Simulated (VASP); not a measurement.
**Lu: single point with PBE**

Crystal: Lu.

```xyz
2
Lattice="3.2252 0.0000 0.0000 -1.6126 2.7931 0.0000 0.0000 0.0000 5.0393" Properties=species:S:1:pos:R:3 pbc="T T T"
Lu    0.0000    1.8621    1.2598
Lu    1.6126    0.9310    3.7795
```

```
Program                : VASP 6.6.1
Task                   : single point
Functional             : PBE
Potentials or basis    : VASP PAW PBE potentials, release 64 (Lu)
Cutoff                 : 520 eV
k mesh                 : 14 × 14 × 8
Occupations            : fermi-dirac, width 0.05 eV
Spin                   : no spin polarisation
Dipole correction      : no
Further INCAR settings : ALGO = Normal; EDIFF = 1e-07; NBANDS = 32
```

The pressure is 17.6 GPa and the band gap on the k mesh is zero (bands 25 and 26 overlap by 2.31 eV).

Levels at points of the mesh, in eV from the Fermi level:
```csv
k point,band 23,band 24,band 25,band 26,band 27,band 28
"(0.00, 0.00, 0.00)",-4.47,-2.90,1.68,2.36,2.36,2.92
"(0.50, 0.00, 0.00)",-2.49,-1.96,-1.35,0.12,1.93,2.12
"(0.00, 0.00, 0.50)",-4.48,-4.48,1.33,1.33,2.23,2.23
"(0.50, 0.00, 0.50)",-2.60,-2.60,0.04,0.04,2.17,2.17
```

Run time: 2.7 min on 1 thread of Intel Xeon 8259CL (shared host), peak memory 0.27 GiB.

Caveat: the cell stands under pressure; spin-orbit coupling is left out, which moves the levels of the heavy elements.
